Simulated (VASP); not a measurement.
Mo:

```
Mo
1.0
    -1.55920    1.55920    1.55920
     1.55920   -1.55920    1.55920
     1.55920    1.55920   -1.55920
Mo
1
Direct
  0.00000 0.00000 0.00000
```

Base run:

| Quantity | Value |
| --- | --- |
| Program | VASP 6.6.1 |
| Functional | PBE |
| Dispersion | D3(BJ) |
| Potentials or basis | VASP PAW PBE potentials, release 64 (Mo_sv) |
| Cutoff | 500 eV |
| k mesh | 8 × 8 × 8 |
| Occupations | fermi-dirac, width 0.1 eV |
| Spin | no spin polarisation |

Its results: band gap on the k mesh zero (band 7 reaches 17.25 eV, above the bottom of band 8 at 11.67 eV); pressure 4.2 GPa.

Question: The run is repeated on the same cell with these changes: dispersion from D3(BJ) to none. What comes out?

Answer: Band gap on the k mesh zero (band 7 reaches 17.25 eV, above the bottom of band 8 at 11.67 eV); pressure 12.3 GPa.

Dispersion adds attraction, which lowers the pressure at fixed volume and, as a term added to the energy, leaves the levels alone.

Caveats: pairwise dispersion overbinds metals, which lowers pressure and volume (some runs).
